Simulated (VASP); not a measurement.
A run of VASP 6.6.1:

INCAR

```
SYSTEM = In
  PREC = Accurate
  ENCUT = 520
  EDIFF = 1E-6
  ISMEAR = 0
  SIGMA = 0.15
  LREAL = .FALSE.
  LASPH = .TRUE.
  NELM = 80
  ALGO = Fast
  ISIF = 2
  LWAVE = .FALSE.
  LCHARG = .FALSE.
  GGA = CA
  NBANDS = 12
```

Contents of KPOINTS:

```
Automatic mesh
0
G
  20 20 20
  0 0 0
```

File POSCAR:

```
In
1.0
   -1.7715240761      1.7715240761      2.1258288913
    1.7715240761     -1.7715240761      2.1258288913
    1.7715240761      1.7715240761     -2.1258288913
In
1
Direct
    0.0000000000      0.0000000000      0.0000000000
```

Potentials or basis: VASP PAW LDA potentials, release 64 (In_d).

The run is started by

```sh
$ cat potpaw_LDA.64/In_d/POTCAR > POTCAR
$ mpirun -np 1 vasp_std > vasp.out
```

Hardware: 1 thread of Intel(R) Xeon(R) Platinum 8488C (Sapphire Rapids), with other jobs on the host.

**Question.** Estimate the wall time of this run.

**Answer.** It took 83 s on 1 thread of Intel(R) Xeon(R) Platinum 8488C (Sapphire Rapids) (shared host), peak memory 0.29 GiB. Counts: scf iterations 13, k points 641.
